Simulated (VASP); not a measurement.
A run of VASP 6.6.1:

File POSCAR:

```
AlN
1.0
    0.0000000000      2.0345180000      2.0345180000
    2.0345180000      0.0000000000      2.0345180000
    2.0345180000      2.0345180000      0.0000000000
Al N
1 1
Direct
    0.5000000000      0.5000000000      0.5000000000
    0.0000000000      0.0000000000      0.0000000000
```

The input INCAR.step1:

```
SYSTEM = AlN
PREC = Accurate
ENCUT = 520
EDIFF = 1E-5
ISMEAR = -1
SIGMA = 0.05
LREAL = .False.
LASPH = .True.
NELM = 60
ALGO = Normal
ISIF = 2
LWAVE = .True.
LCHARG = .False.
GGA = PE
NBANDS = 11
```

File INCAR.step2:

```
SYSTEM = AlN
PREC = Accurate
ENCUT = 520
EDIFF = 1E-6
ISMEAR = -1
SIGMA = 0.05
LREAL = .False.
LASPH = .True.
NELM = 60
ALGO = Normal
ISIF = 2
LWAVE = .False.
LCHARG = .False.
GGA = PE
LHFCALC = .True.
HFSCREEN = 0.2079
PRECFOCK = Normal
ISTART = 1
NBANDS = 11
```

The input KPOINTS:

```
regular mesh
0
Gamma
  6 6 6
  0 0 0
```

Potentials or basis: VASP PAW PBE potentials, release 64 (Al, N).

The run is started by

```console
$ cat potpaw_PBE.64/Al/POTCAR potpaw_PBE.64/N/POTCAR > POTCAR
$ cp INCAR.step1 INCAR
$ mpirun -np 1 vasp_std > vasp.out
$ cp INCAR.step2 INCAR
$ mpirun -np 1 vasp_std > vasp.out
```

Hardware: 1 thread of Intel(R) Xeon(R) 6975P-C (Granite Rapids) (shared host).

Task: Estimate the wall time of this run.

Result: Wall time 2.7 min on 1 thread of Intel(R) Xeon(R) 6975P-C (Granite Rapids), on a shared host, peak memory 0.23 GiB. Counts: k points 16.
